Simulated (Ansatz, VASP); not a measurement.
# One calculation of NiGe, two programs

File INCAR:

```
PREC = Accurate ; ENCUT = 600
EDIFF = 1E-6 ; ISMEAR = 1
SIGMA = 0.1 ; LREAL = False
LASPH = True ; NELM = 120
ALGO = Normal ; ISIF = 2
LWAVE = False ; LCHARG = True
LELF = True ; LVHAR = True
NBANDS = 110 ; GGA_COMPAT = False
```

File KPOINTS:

```
Automatic mesh
0
Gamma
  4 4 4
```

Contents of POSCAR:

```
NiGe
1.0
    0.0000000000      3.4839932559      5.8446087931
    5.3940674199      0.0000000000      5.8446087931
    5.3940674199      3.4839932559      0.0000000000
Ni Ge
8 8
Direct
    0.2176498260      0.4731652646      0.0323501740
    0.7176498260      0.9731652646      0.5323501740
    0.2823501740      0.0268347354      0.4676498260
    0.7823501740      0.5268347354      0.9676498260
    0.0268347354      0.7823501740      0.2231652646
    0.5268347354      0.2823501740      0.7231652646
    0.4731652646      0.7176498260      0.2768347354
    0.9731652646      0.2176498260      0.7768347354
    0.3235639115      0.7639509276      0.9264360885
    0.8235639115      0.2639509276      0.4264360885
    0.1764360885      0.7360490724      0.5735639115
    0.6764360885      0.2360490724      0.0735639115
    0.2360490724      0.1764360885      0.0139509276
    0.7360490724      0.6764360885      0.5139509276
    0.2639509276      0.3235639115      0.4860490724
    0.7639509276      0.8235639115      0.9860490724
```

Input for Ansatz:

```yaml
crystal:
  lattice:
    - [0.0, 3.4839932559, 5.8446087931]
    - [5.3940674199, 0.0, 5.8446087931]
    - [5.3940674199, 3.4839932559, 0.0]
  atoms:
    - { symbol: Ni, position: [0.217649826, 0.4731652646, 0.032350174] }
    - { symbol: Ni, position: [0.717649826, 0.9731652646, 0.532350174] }
    - { symbol: Ni, position: [0.282350174, 0.0268347354, 0.467649826] }
    - { symbol: Ni, position: [0.782350174, 0.5268347354, 0.967649826] }
    - { symbol: Ni, position: [0.0268347354, 0.782350174, 0.2231652646] }
    - { symbol: Ni, position: [0.5268347354, 0.282350174, 0.7231652646] }
    - { symbol: Ni, position: [0.4731652646, 0.717649826, 0.2768347354] }
    - { symbol: Ni, position: [0.9731652646, 0.217649826, 0.7768347354] }
    - { symbol: Ge, position: [0.3235639115, 0.7639509276, 0.9264360885] }
    - { symbol: Ge, position: [0.8235639115, 0.2639509276, 0.4264360885] }
    - { symbol: Ge, position: [0.1764360885, 0.7360490724, 0.5735639115] }
    - { symbol: Ge, position: [0.6764360885, 0.2360490724, 0.0735639115] }
    - { symbol: Ge, position: [0.2360490724, 0.1764360885, 0.0139509276] }
    - { symbol: Ge, position: [0.7360490724, 0.6764360885, 0.5139509276] }
    - { symbol: Ge, position: [0.2639509276, 0.3235639115, 0.4860490724] }
    - { symbol: Ge, position: [0.7639509276, 0.8235639115, 0.9860490724] }
basis:
  ecutwfc: 420
  xc_grid: 2
hamiltonian:
  xc: lda
  pseudopotentials: { kind: paw, azcp: { folder: soft_1 } }
kpoints:
  mp_grid: { grid: [4, 4, 4] }
scf:
  occupations: { method: methfessel_paxton, width: 0.1 }
  max_iter: 120
output:
  forces: true
  stress: true
```

Alike in both runs: task single point; functional LDA; k mesh 4 × 4 × 4; occupations methfessel-paxton of order 1, width 0.1 eV; no spin polarisation.

|  | VASP | Ansatz |
| --- | --- | --- |
| version | VASP 6.6.1 | Ansatz 0.2.0 |
| potentials or method | VASP PAW LDA potentials, release 64 (Ni, Ge_d), cutoff 600 eV | plane-wave PAW DFT |
| valence electrons in the cell | 192 | 256 |

```tsv
	VASP	Ansatz	Ansatz less VASP
pressure (GPa)	-10.6	-11.0	-0.39
traceless stress, the component that is largest in VASP (GPa)	-0.41	-0.47	-0.064
rms of the force components (eV/Å)	0.059	0.063	+0.0039
```

Ansatz warns that its potentials were made for another functional, while VASP's fit it. LDA's correlation is that of Perdew and Zunger in VASP and of Perdew and Wang (1992) in Ansatz. Atom by atom the forces differ by 0.006 eV/Å (rms over components). VASP's potentials hold 192 valence electrons a cell and Ansatz's 256, so a difference there can come from the potentials and not from the codes.
